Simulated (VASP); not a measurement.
# MgS in VASP: settings compared, part 2 of 3

VASP 6.6.1.

### 4 Relaxation of shape and atoms at fixed volume, PBE (20.34 Å³/atom)

This run uses another cell than the first one, of 20.34 Å³/atom.

Input file INCAR:

```
SYSTEM = MgS
ALGO = Normal
EDIFF = 1E-6
EDIFFG = -0.01
ENCUT = 600
GGA = PE
IBRION = 2
ISIF = 4
ISMEAR = 0
LASPH = .TRUE.
LCHARG = .FALSE.
LREAL = .FALSE.
LWAVE = .FALSE.
NELM = 60
NSW = 50
PREC = Accurate
SIGMA = 0.02
```

Input file KPOINTS:

```
k-points
0
G
  6 6 2
  0 0 0
```

Input file POSCAR:

```
MgS
1.0
    3.8751288192      0.0000000000      0.0000000000
   -1.9375644096      3.3559600004      0.0000000000
    0.0000000000      0.0000000000     12.5139263212
Mg S
4 4
Direct
    0.0000000000      0.0000000000      0.0950220923
    0.0000000000      0.0000000000      0.5950220923
    0.3333333333      0.6666666667      0.3441045010
    0.6666666667      0.3333333333      0.8441045010
    0.0000000000      0.0000000000      0.4056304432
    0.0000000000      0.0000000000      0.9056304432
    0.3333333333      0.6666666667      0.1552429636
    0.6666666667      0.3333333333      0.6552429636
```

Potentials or basis: VASP PAW PBE potentials, release 64 (Mg, S).

The run is started by

```console
cat potpaw_PBE.64/Mg/POTCAR potpaw_PBE.64/S/POTCAR > POTCAR
mpirun -np 1 vasp_std > vasp.out
```

OUTCAR:

```text
SYSTEM = MgS
   EDIFF = 1E-6
   EDIFFG = -0.01
   ENCUT = 600
   GGA = PE
   IBRION = 2
   ISIF = 4
   ISMEAR = 0
   LASPH = .TRUE.
   LREAL = .FALSE.
   NELM = 60
   NSW = 50
   PREC = Accurate

 ion  position               nearest neighbor table
   1  0.000  0.000  0.095-   7 2.36   7 2.36   7 2.36   6 2.37
   2  0.000  0.000  0.595-   8 2.36   8 2.36   8 2.36   5 2.37
   3  0.333  0.667  0.344-   7 2.36   5 2.37   5 2.37   5 2.37
   4  0.667  0.333  0.844-   8 2.36   6 2.37   6 2.37   6 2.37
   5  0.000  0.000  0.406-   3 2.37   3 2.37   3 2.37   2 2.37
   6  0.000  0.000  0.906-   4 2.37   4 2.37   4 2.37   1 2.37
   7  0.333  0.667  0.155-   1 2.36   1 2.36   1 2.36   3 2.36
   8  0.667  0.333  0.655-   2 2.36   2 2.36   2 2.36   4 2.36

  LATTYP: Found a hexagonal cell.
 ALAT       =     3.8751288192
 C/A-ratio  =     3.2292929874

  Lattice vectors:

 A1 = (   3.8751288192,   0.0000000000,   0.0000000000)
 A2 = (  -1.9375644096,   3.3559600004,   0.0000000000)
 A3 = (   0.0000000000,   0.0000000000,  12.5139263212)

Analysis of symmetry for initial positions (statically):
=====================================================================
 Subroutine PRICEL returns:
 Original cell was already a primitive cell.

 Routine SETGRP: Setting up the symmetry group for a
 hexagonal supercell.

 Subroutine GETGRP returns: Found 12 space group operations
 (whereof  6 operations were pure point group operations)
 out of a pool of 24 trial point group operations.

The static configuration has the point symmetry C_3v.
 The point group associated with its full space group is C_6v.

Analysis of symmetry for dynamics (positions and initial velocities):
=====================================================================
 Subroutine PRICEL returns:
 Original cell was already a primitive cell.

 Routine SETGRP: Setting up the symmetry group for a
 hexagonal supercell.

 Subroutine GETGRP returns: Found 12 space group operations
 (whereof  6 operations were pure point group operations)
 out of a pool of 24 trial point group operations.
[... 126 lines left out ...]
  Thomas-Fermi vector in A             =   2.080496
   LORBIT       =      0    0 simple, 1 ext, 2 COOP (PROOUT), +10 PAW based schemes
   GGA     = PE    functional components
   LHFCALC =     F    Hartree Fock is set to
   AEXX    =    0.0000 exact exchange contribution
   IVDW    =     0    specifies the selected vdW correction
   LEPSILON=     F    determine dielectric tensor
   LRPA    =     F    only Hartree local field effects (RPA)
 conjugate gradient relaxation of ions
 non-spin polarized calculation
 Gauss-broadening in eV      SIGMA  =   0.02
  energy-cutoff  :      600.00
  volume of cell :      162.74
 maximum number of plane-waves:      5467
 NGX is ok and might be reduce to    32
   NGX = 15   NGY = 15   NGZ = 49

--------------------------------------- Ionic step        1  -------------------------------------------

 number of electron      32.0000000 magnetization

 Free energy of the ion-electron system (eV)
  ---------------------------------------------------
  ext. energy  EPLUGINS =         0.00000000
  ---------------------------------------------------
  free energy    TOTEN  =       -33.37429545 eV

  energy without entropy =      -33.37429545  energy(sigma->0) =      -33.37429545

------------------------ aborting loop because EDIFF is reached ----------------------------------------

  FORCE on cell =-STRESS in cart. coord.  units (eV):
  Direction    XX          YY          ZZ          XY          YZ          ZX
  --------------------------------------------------------------------------------------
  -------------------------------------------------------------------------------------
  Total        9.1836353      9.1836353      9.1158227      0.0000000      0.0000000      0.0000000
  in kB       90.4125458     90.4125458     89.7449332      0.0000000      0.0000000      0.0000000
  external PRESSURE =      90.1900082 kB  Pullay stress =       0.0000000 kB
[... 107 lines left out ...]
  FREE ENERGIE OF THE ION-ELECTRON SYSTEM (eV)
  ---------------------------------------------------
  free  energy   TOTEN  =       -33.3745006169 eV

  energy  without entropy=      -33.3745006169  energy(sigma->0) =      -33.37450062

[... ionic steps 4 to 8 ...]

--------------------------------------- Ionic step        9  -------------------------------------------

 number of electron      32.0000000 magnetization

------------------------ aborting loop because EDIFF is reached ----------------------------------------
[... 79 lines left out ...]
--------------------------------------- Ionic step       11  -------------------------------------------

 number of electron      32.0000000 magnetization

 Free energy of the ion-electron system (eV)
  ---------------------------------------------------
  ext. energy  EPLUGINS =         0.00000000
  ---------------------------------------------------
  free energy    TOTEN  =       -33.37462425 eV

  energy without entropy =      -33.37462425  energy(sigma->0) =      -33.37462425

 E-fermi :   1.9804     XC(G=0):  -8.8130

 val. band max:        1.8737387370   @ k =   0.0000   0.0000   0.0000
 cond. band min:       5.8641971728   @ k =   0.0000   0.0000   0.0000
 fundamental gap:      3.9904584358
 Fermi energy:         1.9803736109

 k-point     1 :       0.0000    0.0000    0.0000
  band No.  band energies     occupation
      1      -9.8771      2.00000
      2      -9.4754      2.00000
      3      -9.4706      2.00000
      4      -8.9817      2.00000
      5      -1.7053      2.00000
      6      -0.2304      2.00000
[... 360 lines left out ...]
  FREE ENERGIE OF THE ION-ELECTRON SYSTEM (eV)
  ---------------------------------------------------
  free  energy   TOTEN  =       -33.3746242496 eV

  energy  without entropy=      -33.3746242496  energy(sigma->0) =      -33.37462425

 reached required accuracy - stopping structural energy minimisation
```

OSZICAR:

```text
N       E                     dE             d eps       ncg     rms          rms(c)
DAV:   1     0.161575984151E+03    0.16158E+03   -0.13405E+04   588   0.140E+03
DAV:   2    -0.207233891399E+02   -0.18230E+03   -0.17589E+03   863   0.202E+02
DAV:   3    -0.351481237395E+02   -0.14425E+02   -0.14380E+02   728   0.645E+01
DAV:   4    -0.353903363789E+02   -0.24221E+00   -0.24197E+00   723   0.101E+01
[... 64 lines left out ...]
  10 F= -.33374617E+02 E0= -.33374617E+02  d E =-.991419E-04
       N       E                     dE             d eps       ncg     rms          rms(c)
DAV:   1    -0.333746234783E+02   -0.64502E-05   -0.23294E-04   598   0.751E-02    0.106E-02
DAV:   2    -0.333746243554E+02   -0.87708E-06   -0.13203E-05   693   0.219E-02    0.457E-03
DAV:   3    -0.333746242496E+02    0.10583E-06   -0.19571E-07   339   0.320E-03
  11 F= -.33374624E+02 E0= -.33374624E+02  d E =-.753149E-05
```

Wall time 4 min (1 thread of Intel Xeon Platinum 8488C (Sapphire Rapids), shared host); peak memory 0.33 GiB.

Results:

```
Free energy                  : -33.3746 eV
Energy gained by relaxing    : 0.0 meV/atom
Ionic steps                  : 11
Pressure after relaxing      : 9.0 GPa
Largest force after relaxing : 0.008 eV/Å
Band gap on the k mesh       : 3.99 eV
```

Forces in eV/Å, atoms in the order of the input:
```
Mg   0.000  0.000  0.003
Mg   0.000  0.000  0.003
Mg   0.000  0.000  0.000
Mg   0.000  0.000  0.000
S    0.000  0.000 -0.008
S    0.000  0.000 -0.008
S    0.000  0.000  0.005
S    0.000  0.000  0.005
```

The path:
```
step  energy change (eV)  largest force (eV/Å)  pressure (GPa)  volume (Å³)
   1              0.0000                0.0166            9.02       162.74
   2             -0.0001                0.0101            9.02       162.74
   3             -0.0002                0.0090            9.02       162.74
   4             -0.0001                0.0469            9.01       162.74
   5             -0.0002                0.0190            9.02       162.74
   6             -0.0003                0.0161            9.02       162.74
   7             -0.0003                0.0110            9.01       162.74
   8             -0.0003                0.0118            9.01       162.74
   9             -0.0003                0.0118            9.01       162.74
  10             -0.0003                0.0115            9.01       162.74
  11             -0.0003                0.0080            9.01       162.74
```

Final structure:
```
Mg S
1.0
     3.88097    0.00000    0.00000
    -1.94048    3.36102    0.00000
     0.00000    0.00000   12.47629
Mg S
4 4
Direct
  0.00000 0.00000 0.09542
  0.00000 0.00000 0.59542
  0.33333 0.66667 0.34439
  0.66667 0.33333 0.84439
  0.00000 0.00000 0.40538
  0.00000 0.00000 0.90538
  0.33333 0.66667 0.15481
  0.66667 0.33333 0.65481
```

A k mesh can miss the band edges.

[end of part 2 of 3]
